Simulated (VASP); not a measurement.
A run of VASP 6.6.1:

The input INCAR:

```
PREC     = Accurate       # precision mode
ENCUT    = 520            # plane-wave cutoff, eV
EDIFF    = 1E-6           # SCF threshold, eV
ISMEAR   = -1             # smearing method
SIGMA    = 0.05           # smearing width, eV
LREAL    = F              # projectors in reciprocal space
LASPH    = T              # aspherical terms in the spheres
NELM     = 150            # most SCF steps
ALGO     = Normal         # electronic algorithm
ISIF     = 2              # what is computed and relaxed
LWAVE    = F              # write WAVECAR
LCHARG   = F              # write CHGCAR
ISPIN    = 2              # spin polarisation
MAGMOM   = 2.5 -2.5       # initial moments
LORBIT   = 11             # projections on sites
LMAXMIX  = 4              # l up to which the mixer works
NBANDS   = 19             # bands
```

File KPOINTS:

```
Automatic mesh
0
Gamma
  11 11 11
```

Contents of POSCAR:

```
Fe
1.0
    0.0000000000      2.3772071574      2.3772071574
    2.3772071574      0.0000000000      2.3772071574
    2.3772071574      2.3772071574      0.0000000000
Fe
2
Direct
    0.1250000000      0.1250000000      0.1250000000
    0.8750000000      0.8750000000      0.8750000000
```

Potentials or basis: VASP PAW LDA potentials, release 64 (Fe).

The run is started by

```console
$ cat potpaw_LDA.64/Fe/POTCAR > POTCAR
$ mpirun -np 1 vasp_std > vasp.out
```

Hardware: 1 thread of Intel(R) Xeon(R) 6975P-C (Granite Rapids) (shared host).

Question: Estimate the wall time of this run.

Answer: Run time: 28 s on 1 thread of Intel(R) Xeon(R) 6975P-C (Granite Rapids) (shared host), peak memory 0.17 GiB. Counts: scf iterations 13, k points 56.
